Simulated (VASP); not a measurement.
GaP (kat), 2 atoms in the cell. It takes space group F-43m (No. 216, cubic). Conventional cell: a = 5.452 Å, b = 5.452 Å, c = 5.452 Å, α = 90.00°, β = 90.00°, γ = 90.00°. Ga (site symmetry -43m) has 4 P at 2.36 Å within 3.1 Å. P (site symmetry -43m) has 4 Ga at 2.36 Å within 3.1 Å. 

| Quantity | Value |
| --- | --- |
| Program | VASP 6.6.1 |
| Task | vibrations by perturbation theory |
| Functional | LDA |
| Potentials or basis | VASP PAW LDA potentials, release 64 (Ga_d, P) |
| Cutoff | 520 eV |
| k mesh | 8 × 8 × 8 |
| Occupations | gaussian, width 0.01 eV |
| Spin | no spin polarisation |
| Dipole correction | no |
| Further INCAR settings | ALGO = Normal; EDIFF = 1e-08; NBANDS = 16; IBRION = 8; NSW = 1 |

Potentials or basis: VASP PAW LDA potentials, release 64 (Ga_d, P).

Command:

```console
$ cat potpaw_LDA.64/Ga_d/POTCAR potpaw_LDA.64/P/POTCAR > POTCAR
$ mpirun -np 1 vasp_std > vasp.out
```

Hardware: 1 thread of Intel(R) Xeon(R) 6975P-C (Granite Rapids) (shared host).

Estimate the wall time of this run.

Run time: 4.5 min on 1 thread of Intel(R) Xeon(R) 6975P-C (Granite Rapids), with other jobs on the host, peak memory 0.28 GiB. Counts: scf iterations 169, k points 29.
